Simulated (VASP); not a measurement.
Crystal: ZnS.

```xyz
4
Lattice="3.8110 0.0000 0.0000 -1.9055 3.3004 0.0000 0.0000 0.0000 6.2340" Properties=species:S:1:pos:R:3 pbc="T T T"
Zn    1.9055    1.1001    3.1170
Zn    0.0000    2.2003    0.0000
S     1.9055    1.1001    5.5171
S     0.0000    2.2003    2.4001
```

- Program: VASP 6.6.1
- Task: relaxation of cell and atoms
- Functional: revPBE
- Dispersion: D4
- Potentials or basis: VASP PAW PBE potentials, release 64 (Zn, S)
- Cutoff: 600 eV
- k mesh: 8 × 8 × 5
- Occupations: fermi-dirac, width 0.05 eV
- Spin: no spin polarisation

At the start: pressure -1.0 GPa; volume 19.60 Å³/atom.

How do energy, volume and symmetry change on relaxing?

Over 9 steps the energy falls by 6.8 meV/atom and the volume is 19.27 Å³/atom (-1.7 %); space group P6_3mc (No. 186, to 0.1 Å) before and after.

Step by step:
```tsv
step	energy change (eV)	largest force (eV/Å)	pressure (GPa)	volume (Å³)
1	0.0000	0.3300	-1.01	78.41
2	-0.0209	0.0989	0.15	77.01
3	-0.0210	0.0886	0.25	76.96
4	-0.0240	0.0481	0.02	77.14
5	-0.0263	0.0302	-0.24	77.46
6	-0.0271	0.0245	0.11	77.10
7	-0.0272	0.0093	-0.07	77.20
8	-0.0272	0.0089	-0.07	77.20
9	-0.0272	0.0002	0.06	77.07
```

Final structure:
```
CELL_PARAMETERS angstrom
3.78337 0.00000 0.00000
-1.89168 3.27649 0.00000
0.00000 0.00000 6.21746
ATOMIC_POSITIONS crystal
Zn 0.66667 0.33333 0.50569
Zn 0.33333 0.66667 0.00569
S 0.66667 0.33333 0.87931
S 0.33333 0.66667 0.37931
```

Caveat: the PAW data sets were made with another functional, which shifts forces and pressure a little.
